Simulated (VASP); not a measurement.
# NaCl (Fm-3m) in VASP: further runs

NaCl is run at these levels: PBE; tasks: single point.

Everything below comes from runs of VASP 6.6.1. Logs are shortened: lines on timing, memory, paths and dates and some standing lists are left out, and cuts for length are marked.

### Step 1. The cell of the first run

Symmetry: Fm-3m, No. 225, cubic system. Conventional cell: a = 5.620 Å, b = 5.620 Å, c = 5.620 Å, α = 90.00°, β = 90.00°, γ = 90.00°. Within 3.7 Å of Na (site symmetry m-3m) lie 6 Cl at 2.81 Å. Within 3.7 Å of Cl (site symmetry m-3m) lie 6 Na at 2.81 Å.

### Step 2. Single point, PBE

INCAR

```
SYSTEM = NaCl
  PREC = Accurate
  ENCUT = 500
  EDIFF = 1E-6
  ISMEAR = 0
  SIGMA = 0.01
  LREAL = .False.
  LASPH = .True.
  NELM = 120
  ALGO = Normal
  ISIF = 2
  LWAVE = .False.
  LCHARG = .False.
  GGA = PE
  NBANDS = 14
  GGA_COMPAT = .False.
```

KPOINTS

```
Automatic mesh
0
Gamma
  6 6 6
  0 0 0
```

POSCAR

```
NaCl
1.0
    3.9739400000      0.0000000000      0.0000000000
    1.9869700000      3.4415329931      0.0000000000
    1.9869700000      1.1471776644      3.2447084228
Na Cl
1 1
Direct
    0.0000000000      0.0000000000      0.0000000000
    0.5000000000      0.5000000000      0.5000000000
```

Potentials or basis: VASP PAW PBE potentials, release 64 (Na_pv, Cl).

Started as:

```sh
$ cat potpaw_PBE.64/Na_pv/POTCAR potpaw_PBE.64/Cl/POTCAR > POTCAR
$ mpirun -np 1 vasp_std > vasp.out
```

OUTCAR:

```text
SYSTEM = NaCl
   PREC = Accurate
   ENCUT = 500
   EDIFF = 1E-6
   ISMEAR = 0
   LREAL = .False.
   LASPH = .True.
   NELM = 120
   ISIF = 2
   GGA = PE

 ion  position               nearest neighbor table
   1  0.000  0.000  0.000-
   2  0.500  0.500  0.500-

  LATTYP: Found a face centered cubic cell.
 ALAT       =     5.6199998440

  Lattice vectors:

 A1 = (   3.9739400000,   0.0000000000,   0.0000000000)
 A2 = (   1.9869700000,   3.4415329931,   0.0000000000)
 A3 = (   1.9869700000,   1.1471776644,   3.2447084228)

Analysis of symmetry for initial positions (statically):
=====================================================================
 Subroutine PRICEL returns:
 Original cell was already a primitive cell.

 Routine SETGRP: Setting up the symmetry group for a
 face centered cubic supercell.

 Subroutine GETGRP returns: Found 48 space group operations
 (whereof 48 operations were pure point group operations)
 out of a pool of 48 trial point group operations.

The static configuration has the point symmetry O_h .

Analysis of symmetry for dynamics (positions and initial velocities):
=====================================================================
 Subroutine PRICEL returns:
 Original cell was already a primitive cell.

 Routine SETGRP: Setting up the symmetry group for a
 face centered cubic supercell.

 Subroutine GETGRP returns: Found 48 space group operations
 (whereof 48 operations were pure point group operations)
 out of a pool of 48 trial point group operations.

The dynamic configuration has the point symmetry O_h .

 Subroutine INISYM returns: Found 48 space group operations
 (whereof 48 operations are pure point group operations),
 and found     1 'primitive' translations

----------------------------------------------------------------------------------------

                                     Primitive cell

  volume of cell :      44.3761

  direct lattice vectors                    reciprocal lattice vectors
     3.973940000  0.000000000  0.000000000     0.251639431 -0.145284093 -0.102731367
     1.986970000  3.441532993  0.000000000     0.000000000  0.290568186 -0.102731367
     1.986970000  1.147177664  3.244708423     0.000000000  0.000000000  0.308194102

  length of vectors
     3.973940000  3.973940000  3.973940000     0.308194102  0.308194102  0.308194102

  position of ions in fractional coordinates (direct lattice)
     0.000000000  0.000000000  0.000000000
     0.500000000  0.500000000  0.500000000

  ion indices of the primitive-cell ions
   primitive index   ion index
                 1           1
                 2           2

----------------------------------------------------------------------------------------

 KPOINTS: Automatic mesh

Automatic generation of k-mesh.
 Grid dimensions read from file:
 generate k-points for:    6    6    6

 Generating k-lattice:

  Cartesian coordinates                     Fractional coordinates (reciprocal lattice)
     0.041939905 -0.024214016 -0.017121895     0.166666667  0.000000000  0.000000000
     0.000000000  0.048428031 -0.017121895     0.000000000  0.166666667  0.000000000
     0.000000000  0.000000000  0.051365684     0.000000000  0.000000000  0.166666667

  Length of vectors
     0.051365684  0.051365684  0.051365684

  Shift w.r.t. Gamma in fractional coordinates (k-lattice)
     0.000000000  0.000000000  0.000000000

 Subroutine IBZKPT returns following result:
 ===========================================

 Found     16 irreducible k-points:

 Following reciprocal coordinates:
            Coordinates               Weight
  0.000000  0.000000  0.000000      1.000000
  0.166667  0.000000  0.000000      8.000000
  0.333333  0.000000  0.000000      8.000000
  0.500000  0.000000  0.000000      4.000000
  0.166667  0.166667  0.000000      6.000000
  0.333333  0.166667  0.000000     24.000000
[... 8 lines left out ...]
 -0.333333  0.333333  0.166667     24.000000
 -0.333333  0.500000  0.166667     12.000000
   k-points           NKPTS =     16   k-points in BZ     NKDIM =     16   number of bands    NBANDS=     14
   number of dos      NEDOS =    301   number of ions     NIONS =      2
   total plane-waves  NPLWV =  27000
   dimension x,y,z NGX =    30 NGY =   30 NGZ =   30
   dimension x,y,z NGXF=    60 NGYF=   60 NGZF=   60
   ions per type =               1   1
   NGX,Y,Z   is equivalent  to a cutoff of  12.55, 12.55, 12.55 a.u.
   NGXF,Y,Z  is equivalent  to a cutoff of  25.10, 25.10, 25.10 a.u.
 SYSTEM =  NaCl
   PREC   = accura    normal or accurate (medium, high low for compatibility)
   ISTART =      0    job   : 0-new  1-cont  2-samecut
   ICHARG =      2    charge: 1-file 2-atom 10-const
   ISPIN  =      1    spin polarized calculation?
   LNONCOLLINEAR =      F non collinear calculations
   LSORBIT =      F    spin-orbit coupling
   LASPH  =      T    aspherical Exc in radial PAW
   ENCUT  =  500.0 eV  36.75 Ry    6.06 a.u.   7.25  7.25  7.25*2*pi/ulx,y,z
   NELM   =    120;   NELMIN=  2; NELMDL= -5     # of ELM steps
   EDIFF  = 0.1E-05   stopping-criterion for ELM
   LREAL  =      F    real-space projection
   EDIFFG = 0.1E-04   stopping-criterion for IOM
   NSW    =      0    number of steps for IOM
   IBRION =     -1    ionic relax: 0-MD 1-quasi-New 2-CG
   NFREE  =      0    steps in history (QN), initial steepest desc. (CG)
   ISIF   =      2    stress and relaxation
   ISYM   =      2    0-nonsym 1-usesym 2-fastsym
   POTIM  = 0.5000    time-step for ionic-motion
   TEBEG  =    0.0;   TEEND  =   0.0 temperature during run
   PSTRESS=    0.0 pullay stress
   NELECT =      14.0000    total number of electrons
   NUPDOWN=      -1.0000    fix difference up-down
   EMIN   =  10.00;   EMAX   =-10.00  energy-range for DOS
   EFERMI =   0.00;   METHOD = LEGACY
   ISMEAR =     0;   SIGMA  =   0.01  broadening in eV -4-tet -1-fermi 0-gaus
   EFERMI_NEDOS =   21; number of points for ismear=-14 and -15
   IALGO  =     38    algorithm
   IMIX   =      4    mixing-type and parameters
     AMIX     =   0.40;   BMIX     =  1.00
     AMIX_MAG =   1.60;   BMIX_MAG =  1.00
  volume/ion in A,a.u.               =      22.19       149.73
  Fermi-wavevector in a.u.,A,eV,Ry     =   1.114469  2.106040 16.898986  1.242040
  Thomas-Fermi vector in A             =   2.251064
   LORBIT       =      0    0 simple, 1 ext, 2 COOP (PROOUT), +10 PAW based schemes
   GGA     = PE    functional components
   LHFCALC =     F    Hartree Fock is set to
   AEXX    =    0.0000 exact exchange contribution
   IVDW    =     0    specifies the selected vdW correction
   LEPSILON=     F    determine dielectric tensor
   LRPA    =     F    only Hartree local field effects (RPA)
 non-spin polarized calculation
 Gauss-broadening in eV      SIGMA  =   0.01
  energy-cutoff  :      500.00
  volume of cell :       44.38
 maximum number of plane-waves:      1158
 NGX is ok and might be reduce to    30
   NGX = 15   NGY = 15   NGZ = 15

 number of electron      14.0000000 magnetization

 Free energy of the ion-electron system (eV)
  ---------------------------------------------------
  ext. energy  EPLUGINS =         0.00000000
  ---------------------------------------------------
  free energy    TOTEN  =        -6.77178206 eV

  energy without entropy =       -6.77178206  energy(sigma->0) =       -6.77178206

 E-fermi :  -0.5803     XC(G=0):  -8.2120

 val. band max:       -0.6695211013   @ k =   0.0000   0.0000   0.0000
 cond. band min:       4.4786234813   @ k =   0.0000   0.0000   0.0000
 fundamental gap:      5.1481445826
 Fermi energy:        -0.5802677518

 k-point     1 :       0.0000    0.0000    0.0000
  band No.  band energies     occupation
      1     -21.4679      2.00000
      2     -21.4679      2.00000
      3     -21.4679      2.00000
      4     -13.3528      2.00000
      5      -0.6695      2.00000
      6      -0.6695      2.00000
      7      -0.6695      2.00000
      8       4.4786      0.00000
      9      10.4616      0.00000
     10      10.4616      0.00000
     11      10.4616      0.00000
     12      12.6363      0.00000
     13      12.6363      0.00000
     14      14.2606      0.00000

 k-point     2 :       0.1667    0.0000    0.0000
  band No.  band energies     occupation
      1     -21.4757      2.00000
      2     -21.4684      2.00000
      3     -21.4684      2.00000
      4     -13.2696      2.00000
      5      -1.2796      2.00000
      6      -0.7401      2.00000
      7      -0.7401      2.00000
      8       5.2977      0.00000
      9       9.6754      0.00000
     10      10.7480      0.00000
     11      10.7480      0.00000
     12      12.3179      0.00000
     13      12.3179      0.00000
     14      15.3595      0.00000

 k-point     3 :       0.3333    0.0000    0.0000
  band No.  band energies     occupation
      1     -21.4910      2.00000
      2     -21.4696      2.00000
      3     -21.4696      2.00000
      4     -13.0959      2.00000
      5      -2.2248      2.00000
      6      -0.8746      2.00000
      7      -0.8746      2.00000
      8       6.4135      0.00000
      9       9.4645      0.00000
     10      10.5618      0.00000
     11      10.5618      0.00000
     12      13.4164      0.00000
     13      13.4164      0.00000
     14      14.6414      0.00000

 k-point     4 :       0.5000    0.0000    0.0000
  band No.  band energies     occupation
      1     -21.4986      2.00000
      2     -21.4701      2.00000
      3     -21.4701      2.00000
      4     -13.0050      2.00000
      5      -2.6251      2.00000
      6      -0.9389      2.00000
      7      -0.9389      2.00000
      8       6.6228      0.00000
      9      10.0422      0.00000
     10      10.3291      0.00000
     11      10.3291      0.00000
     12      14.3876      0.00000
     13      15.5434      0.00000
     14      15.5434      0.00000

 k-point     5 :       0.1667    0.1667    0.0000
  band No.  band energies     occupation
      1     -21.4749      2.00000
      2     -21.4700      2.00000
      3     -21.4700      2.00000
      4     -13.2457      2.00000
      5      -1.2990      2.00000
      6      -0.8361      2.00000
      7      -0.8361      2.00000
      8       5.5674      0.00000
      9       9.2169      0.00000
     10      11.1057      0.00000
     11      11.1057      0.00000
[... 140 lines left out ...]
 k-point    14 :       0.5000    0.3333    0.1667
  band No.  band energies     occupation
      1     -21.4882      2.00000
      2     -21.4771      2.00000
      3     -21.4726      2.00000
      4     -13.0079      2.00000
      5      -2.1505      2.00000
      6      -1.4250      2.00000
      7      -1.1004      2.00000
      8       7.7502      0.00000
      9       8.5353      0.00000
     10       9.1922      0.00000
     11      11.6852      0.00000
     12      12.9843      0.00000
     13      15.4607      0.00000
     14      15.9676      0.00000

 k-point    15 :      -0.3333    0.3333    0.1667
  band No.  band energies     occupation
      1     -21.4887      2.00000
      2     -21.4795      2.00000
      3     -21.4743      2.00000
      4     -12.9559      2.00000
      5      -2.1623      2.00000
      6      -1.6676      2.00000
      7      -1.2106      2.00000
      8       8.2748      0.00000
      9       8.5261      0.00000
     10       9.3452      0.00000
     11      11.2490      0.00000
     12      13.6181      0.00000
     13      15.0472      0.00000
     14      16.0519      0.00000

 k-point    16 :      -0.3333    0.5000    0.1667
  band No.  band energies     occupation
      1     -21.4857      2.00000
      2     -21.4795      2.00000
      3     -21.4780      2.00000
      4     -12.9436      2.00000
      5      -2.1266      2.00000
      6      -1.5942      2.00000
      7      -1.3966      2.00000
      8       7.7553      0.00000
      9       8.2370      0.00000
     10       9.8888      0.00000
     11      11.4592      0.00000
     12      14.6157      0.00000
     13      15.6277      0.00000
     14      15.7415      0.00000

------------------------ aborting loop because EDIFF is reached ----------------------------------------

  FORCE on cell =-STRESS in cart. coord.  units (eV):
  Direction    XX          YY          ZZ          XY          YZ          ZX
  --------------------------------------------------------------------------------------
  -------------------------------------------------------------------------------------
  Total        0.2750897      0.2750897      0.2750897     -0.0000000      0.0000000      0.0000000
  in kB        9.9319836      9.9319836      9.9319836     -0.0000000      0.0000000      0.0000000
  external PRESSURE =       9.9319836 kB  Pullay stress =       0.0000000 kB

 VOLUME and BASIS-vectors are now :
 -----------------------------------------------------------------------------
  energy-cutoff  :      500.00
  volume of cell :       44.38
      direct lattice vectors                 reciprocal lattice vectors
     3.973940000  0.000000000  0.000000000     0.251639431 -0.145284093 -0.102731367
     1.986970000  3.441532993  0.000000000     0.000000000  0.290568186 -0.102731367
     1.986970000  1.147177664  3.244708423     0.000000000  0.000000000  0.308194102

 POSITION                                       TOTAL-FORCE (eV/Angst)
 -----------------------------------------------------------------------------------
      0.00000      0.00000      0.00000         0.000000     -0.000000      0.000000
      3.97394      2.29436      1.62235        -0.000000      0.000000      0.000000
 -----------------------------------------------------------------------------------
    total drift:                                0.000000      0.000000     -0.000000

  FREE ENERGIE OF THE ION-ELECTRON SYSTEM (eV)
  ---------------------------------------------------
  free  energy   TOTEN  =        -6.7717820573 eV

  energy  without entropy=       -6.7717820573  energy(sigma->0) =       -6.77178206
```

Run time: 9.1 s. Hardware: 1 thread of AMD EPYC 7R13 (Zen 3), shared host; peak memory 0.13 GiB.

Results:

```
Free energy            : -6.7718 eV
Pressure               : 1.0 GPa
Band gap on the k mesh : 5.15 eV
```

Levels at points of the mesh, in eV from the valence-band top:
```tsv
k point	band 4	band 5	band 6	band 7	band 8	band 9	band 10	band 11
(0.00, 0.00, 0.00)	-12.68	0.00	0.00	0.00	5.15	11.13	11.13	11.13
(0.50, 0.00, 0.00)	-12.34	-1.96	-0.27	-0.27	7.29	10.71	11.00	11.00
(0.50, 0.50, 0.00)	-12.29	-1.69	-0.61	-0.61	7.57	8.07	11.40	14.87
```

### Step 3. Single point, PBE

INCAR

```
PREC = Accurate
ENCUT = 500
EDIFF = 1E-6
ISMEAR = 0
SIGMA = 0.01
LREAL = F
LASPH = T
NELM = 120
ALGO = Normal
ISIF = 2
LWAVE = F
LCHARG = F
GGA = PE
NBANDS = 14
GGA_COMPAT = F
```

KPOINTS

```
Automatic mesh
0
Gamma
  6 6 6
```

POSCAR is that of step 2.

Potentials or basis: VASP PAW PBE potentials, release 64 (Na_pv, Cl).

Started as:

```sh
$ cat potpaw_PBE.64/Na_pv/POTCAR potpaw_PBE.64/Cl/POTCAR > POTCAR
$ mpirun -np 1 vasp_std > vasp.out
```

OUTCAR:

```text
PREC = Accurate
   ENCUT = 500
   EDIFF = 1E-6
   ISMEAR = 0
   LREAL = F
   LASPH = T
   NELM = 120
   ISIF = 2
   GGA = PE

 ion  position               nearest neighbor table
   1  0.000  0.000  0.000-
   2  0.500  0.500  0.500-

  LATTYP: Found a face centered cubic cell.
 ALAT       =     5.6199998440

  Lattice vectors:

 A1 = (   3.9739400000,   0.0000000000,   0.0000000000)
 A2 = (   1.9869700000,   3.4415329931,   0.0000000000)
 A3 = (   1.9869700000,   1.1471776644,   3.2447084228)

Analysis of symmetry for initial positions (statically):
=====================================================================
 Subroutine PRICEL returns:
 Original cell was already a primitive cell.

 Routine SETGRP: Setting up the symmetry group for a
 face centered cubic supercell.

 Subroutine GETGRP returns: Found 48 space group operations
 (whereof 48 operations were pure point group operations)
 out of a pool of 48 trial point group operations.

The static configuration has the point symmetry O_h .
[... 162 lines left out ...]
      1     -21.4679      2.00000
      2     -21.4679      2.00000
      3     -21.4679      2.00000
      4     -13.3528      2.00000
      5      -0.6695      2.00000
      6      -0.6695      2.00000
      7      -0.6695      2.00000
      8       4.4786      0.00000
      9      10.4616      0.00000
     10      10.4616      0.00000
     11      10.4616      0.00000
     12      12.6363      0.00000
     13      12.6363      0.00000
     14      14.2606      0.00000
[... 241 lines left out ...]
      1     -21.4857      2.00000
      2     -21.4795      2.00000
      3     -21.4780      2.00000
      4     -12.9436      2.00000
      5      -2.1266      2.00000
      6      -1.5942      2.00000
      7      -1.3966      2.00000
      8       7.7553      0.00000
      9       8.2370      0.00000
     10       9.8888      0.00000
     11      11.4592      0.00000
     12      14.6157      0.00000
     13      15.6277      0.00000
     14      15.7415      0.00000

------------------------ aborting loop because EDIFF is reached ----------------------------------------

  FORCE on cell =-STRESS in cart. coord.  units (eV):
  Direction    XX          YY          ZZ          XY          YZ          ZX
  --------------------------------------------------------------------------------------
  -------------------------------------------------------------------------------------
  Total        0.2750897      0.2750897      0.2750897     -0.0000000      0.0000000      0.0000000
  in kB        9.9319836      9.9319836      9.9319836     -0.0000000      0.0000000      0.0000000
  external PRESSURE =       9.9319836 kB  Pullay stress =       0.0000000 kB

 VOLUME and BASIS-vectors are now :
 -----------------------------------------------------------------------------
  energy-cutoff  :      500.00
  volume of cell :       44.38
      direct lattice vectors                 reciprocal lattice vectors
     3.973940000  0.000000000  0.000000000     0.251639431 -0.145284093 -0.102731367
     1.986970000  3.441532993  0.000000000     0.000000000  0.290568186 -0.102731367
     1.986970000  1.147177664  3.244708423     0.000000000  0.000000000  0.308194102

 POSITION                                       TOTAL-FORCE (eV/Angst)
 -----------------------------------------------------------------------------------
      0.00000      0.00000      0.00000         0.000000     -0.000000      0.000000
      3.97394      2.29436      1.62235        -0.000000      0.000000      0.000000
 -----------------------------------------------------------------------------------
    total drift:                                0.000000      0.000000     -0.000000

  FREE ENERGIE OF THE ION-ELECTRON SYSTEM (eV)
  ---------------------------------------------------
  free  energy   TOTEN  =        -6.7717820573 eV

  energy  without entropy=       -6.7717820573  energy(sigma->0) =       -6.77178206
```

OSZICAR:

```text
N       E                     dE             d eps       ncg     rms          rms(c)
DAV:   1     0.992352717403E+02    0.99235E+02   -0.72119E+03   454   0.102E+03
DAV:   2     0.130290169895E+01   -0.97932E+02   -0.90967E+02   496   0.258E+02
DAV:   3    -0.683557023342E+01   -0.81385E+01   -0.80908E+01   580   0.720E+01
DAV:   4    -0.696516080803E+01   -0.12959E+00   -0.12953E+00   508   0.966E+00
DAV:   5    -0.696796804402E+01   -0.28072E-02   -0.28070E-02   580   0.145E+00    0.215E+00
DAV:   6    -0.677772820568E+01    0.19024E+00   -0.31689E-01   526   0.327E+00    0.161E+00
DAV:   7    -0.676617585354E+01    0.11552E-01   -0.81972E-02   612   0.164E+00    0.110E+00
DAV:   8    -0.677179455612E+01   -0.56187E-02   -0.99847E-03   508   0.853E-01    0.302E-01
DAV:   9    -0.677167360231E+01    0.12095E-03   -0.22165E-04   556   0.113E-01    0.163E-01
DAV:  10    -0.677179390020E+01   -0.12030E-03   -0.33198E-04   520   0.141E-01    0.710E-02
DAV:  11    -0.677178195166E+01    0.11949E-04   -0.21648E-05   574   0.423E-02    0.151E-02
DAV:  12    -0.677178205733E+01   -0.10567E-06   -0.23431E-06   526   0.139E-02
   1 F= -.67717821E+01 E0= -.67717821E+01  d E =-.198282E-38
```

stdout:

```text
POSCAR found type information on POSCAR NaCl
 POSCAR found :  2 types and       2 ions
 scaLAPACK will be used
 LDA part: xc-table for (Slater+PW92), standard interpolation
 POSCAR, INCAR and KPOINTS ok, starting setup
 FFT: planning ... GRIDC
 FFT: planning ... GRID_SOFT
 FFT: planning ... GRID
 WAVECAR not read
 entering main loop
```

Wall time 8.8 s (1 thread of AMD EPYC 7R13 (Zen 3), shared host); peak memory 0.13 GiB.

Results:

```
Free energy            : -6.7718 eV
Pressure               : 1.0 GPa
Band gap on the k mesh : 5.15 eV
```
